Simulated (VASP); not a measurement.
CdS:

```
Cd S
1.0
     0.00000    2.96289    2.96289
     2.96289    0.00000    2.96289
     2.96289    2.96289    0.00000
Cd S
1 1
Direct
  0.00000 0.00000 0.00000
  0.25000 0.25000 0.25000
```

```yaml
Program: VASP 6.6.1
Task: relaxation of cell and atoms
Functional: LDA
Potentials_or_basis: VASP PAW LDA potentials, release 64 (Cd, S)
Cutoff: 600 eV
k_mesh: 6 × 6 × 6
Occupations: fermi-dirac, width 0.02 eV
Spin: no spin polarisation
```

At the start: pressure -4.5 GPa; volume 26.01 Å³/atom.

Problem. How do energy, volume and symmetry change on relaxing?

Solution. Over 3 steps the energy falls by 29.9 meV/atom and the volume is 24.03 Å³/atom (-7.6 %); space group F-43m (No. 216, to 0.05 Å).

The path:
```
step  energy change (eV)  largest force (eV/Å)  pressure (GPa)  volume (Å³)
   1              0.0000                0.0000           -4.48        52.02
   2             -0.0515                0.0000            2.03        46.73
   3             -0.0598                0.0000            0.00        48.06
```

Final structure:
```
Cd S
1.0
     0.00000    2.88560    2.88560
     2.88560    0.00000    2.88560
     2.88560    2.88560    0.00000
Cd S
1 1
Direct
  0.00000 0.00000 0.00000
  0.25000 0.25000 0.25000
```
